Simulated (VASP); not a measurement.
Wanted: the native input for a VASP 6.6.1 run.

```yaml
Task: relaxation of cell and atoms
Functional: PBE
Potentials_or_basis: VASP PAW PBE potentials, release 64 (In_d)
Cutoff: 600 eV
k_mesh: 17 × 17 × 17
Occupations: fermi-dirac, width 0.05 eV
Spin: no spin polarisation
Dipole_correction: no
Further_INCAR_settings: ALGO = Normal; EDIFF = 1e-06; IBRION = 2; EDIFFG = -0.01; NSW = 80; ISIF = 3
```

The structure of In lies in POSCAR:

```
In
1.0
   -1.6254700000      1.6254700000      2.4737000000
    1.6254700000     -1.6254700000      2.4737000000
    1.6254700000      1.6254700000     -2.4737000000
In
1
Direct
    0.0000000000      0.0000000000      0.0000000000
```

One way to write it, as run:

INCAR

```
SYSTEM = In
PREC = Accurate ; ENCUT = 600
EDIFF = 1E-6 ; ISMEAR = -1
SIGMA = 0.05 ; LREAL = .False.
LASPH = .True. ; NELM = 100
ALGO = Normal ; ISIF = 3
LWAVE = .False. ; LCHARG = .False.
GGA = PE ; IBRION = 2
NSW = 80 ; EDIFFG = -0.01
```

KPOINTS

```
Automatic mesh
0
Gamma
  17 17 17
  0 0 0
```

Potentials or basis: VASP PAW PBE potentials, release 64 (In_d).

Launch:

```bash
$ cat potpaw_PBE.64/In_d/POTCAR > POTCAR
$ mpirun -np 1 vasp_std > vasp.out
```

Results of the run:

```yaml
Relaxed_volume: 27.48 Å³/atom
Relaxed_cell: a = 3.457 Å, b = 3.457 Å, c = 3.457 Å, α = 123.56°, β = 123.56°, γ = 83.94°
Space_group_after_relaxing_to_0.05_Å: I4/mmm (No. 139)
Energy_gained_by_relaxing: 9.2 meV/atom
Ionic_steps: 9
Pressure_after_relaxing: 0.0 GPa
```

It took 19 min on 1 thread of AMD EPYC 7R13 Processor (Zen 3) (shared host), peak memory 0.24 GiB.
